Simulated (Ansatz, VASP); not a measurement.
# Two plane-wave programs on TiTe2

The input POSCAR:

```
TiTe2
1.0
    0.0000000000      3.4401227243      3.4401227243
    3.4401227243      0.0000000000      3.4401227243
    3.4401227243      3.4401227243      0.0000000000
Ti Te
1 2
Direct
    0.0000000000      0.0000000000      0.0000000000
    0.2500000000      0.2500000000      0.2500000000
    0.7500000000      0.7500000000      0.7500000000
```

The input INCAR.step1:

```
ALGO = Normal
EDIFF = 1E-4
ENCUT = 520
GGA = PE
ISMEAR = 1
LASPH = T
LCHARG = F
LREAL = F
LWAVE = T
NBANDS = 19
NELM = 100
PREC = Accurate
SIGMA = 0.001
```

The input INCAR.step2:

```
ALGO = Normal
EDIFF = 1E-6
ENCUT = 520
ISIF = 2
ISMEAR = 1
ISTART = 1
LASPH = T
LCHARG = F
LMIXTAU = T
LREAL = F
LWAVE = F
METAGGA = R2SCAN
NBANDS = 19
NELM = 100
PREC = Accurate
SIGMA = 0.001
```

The input KPOINTS:

```
k-points
0
Gamma
  4 4 4
```

Input for Ansatz:

```yaml
crystal:
  lattice:
    - [0.0, 3.4401227243, 3.4401227243]
    - [3.4401227243, 0.0, 3.4401227243]
    - [3.4401227243, 3.4401227243, 0.0]
  atoms:
    - { symbol: Ti, position: [0.0, 0.0, 0.0] }
    - { symbol: Te, position: [0.25, 0.25, 0.25] }
    - { symbol: Te, position: [0.75, 0.75, 0.75] }
kpoints:
  mp_grid: { grid: [4, 4, 4] }
hamiltonian:
  xc: r2scan
scf:
  occupations: { method: cold, width: 0.001 }
  n_extra_bands: 4
output:
  forces: true
  stress: true
  eigenvalues: true
```

Alike in both runs: task single point; functional r2SCAN; k mesh 4 × 4 × 4; no spin polarisation.

```csv
,VASP,Ansatz
version,VASP 6.6.1,Ansatz 0.2.0
potentials or method,"VASP PAW PBE potentials, release 64 (Ti_sv, Te)",plane waves
plane-wave cutoff (eV),520,500
occupations,"methfessel-paxton of order 1, width 0.001 eV","cold, width 0.001 eV"
valence electrons in the cell,24,44
```

VASP gave:

```
pressure (GPa) : 0.5
```

Question: Which values does Ansatz return?

Answer: Pressure (GPa): 0.4.

VASP's potentials were made for PBE, not for r2SCAN. VASP's potentials hold 24 valence electrons a cell and Ansatz's 44, so a difference there can come from the potentials and not from the codes.

The k mesh is coarse, so the values compare programs but aren't converged. Spin-orbit coupling is off throughout.
